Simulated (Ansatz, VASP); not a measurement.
**One calculation of Sn4Te, two programs**

```
Sn Te
1.0
     5.82916    0.00000    0.00000
     0.00000    5.82916    0.00000
     0.00000    0.00000    5.82916
Sn Te
4 1
Direct
  0.00000 0.50000 0.50000
  0.50000 0.50000 0.00000
  0.50000 0.00000 0.50000
  0.00000 0.00000 0.00000
  0.50000 0.50000 0.50000
```

Change from the starting cell: species swapped into the Fe4N type (Pm-3m, No. 221).

Alike in both runs: task relaxation of cell and atoms; functional PBE; k mesh 6 × 6 × 6; occupations gaussian, width 0.1 eV; no spin polarisation.

```csv
,VASP,Ansatz
version,VASP 6.6.1,Ansatz 0.2.0
potentials or method,"VASP PAW PBE potentials, release 64 (Sn_d, Te), cutoff 600 eV","scalar-relativistic, plane waves, PAW"
valence electrons in the cell,62,72
```

|  | VASP | Ansatz | Ansatz less VASP |
| --- | --- | --- | --- |
| gap on the k mesh at the Fermi level, each at its own relaxed structure (eV) | none | none | - |
| relaxed volume (Å³/atom) | 39.87 | 39.91 | +0.034 |
| relaxed length of the cell vector where the two differ most in proportion (Å) | 5.842 | 5.844 | +0.0017 |

A gap of «none» marks a metal or a gap that the smearing closes. VASP's potentials hold 62 valence electrons a cell and Ansatz's 72, so a difference there can come from the potentials and not from the codes.

Neither program's run includes spin-orbit coupling.
